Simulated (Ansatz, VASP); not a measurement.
## TiTe2 in VASP and in Ansatz

```
Ti Te
1.0
     6.71403    0.00000    0.00000
     0.00000    6.71403    0.00000
     0.00000    0.00000    3.81255
Ti Te
2 4
Direct
  0.00000 0.00000 0.00000
  0.50000 0.50000 0.50000
  0.20221 0.79779 0.50000
  0.29779 0.29779 0.00000
  0.70221 0.70221 0.00000
  0.79779 0.20221 0.50000
```

Alike in both runs: functional r2SCAN; k mesh 6 × 6 × 10; occupations gaussian, width 0.1 eV; no spin polarisation.

Ansatz relaxed the structure, and its values are those at the end. VASP's run is a single point on that final structure, the one shown.

```csv
,VASP,Ansatz
version,VASP 6.6.1,Ansatz 0.2.0
potentials or method,"VASP PAW PBE potentials, release 64 (Ti_sv, Te), cutoff 520 eV","scalar-relativistic, plane waves, PAW"
valence electrons in the cell,48,88
```

|  | VASP | Ansatz | Ansatz less VASP |
| --- | --- | --- | --- |
| gap on the k mesh at the Fermi level (eV) | none | none | - |
| pressure (GPa) | 0.1 | 0.0 | -0.05 |

VASP's potentials were made for PBE, not for r2SCAN. A gap of «none» marks a metal or a gap that the smearing closes. With one functional, cell and mesh, what is left measures potentials, basis and numerics. VASP's potentials hold 48 valence electrons a cell and Ansatz's 88, so a difference there can come from the potentials and not from the codes.

Spin-orbit coupling is off throughout.
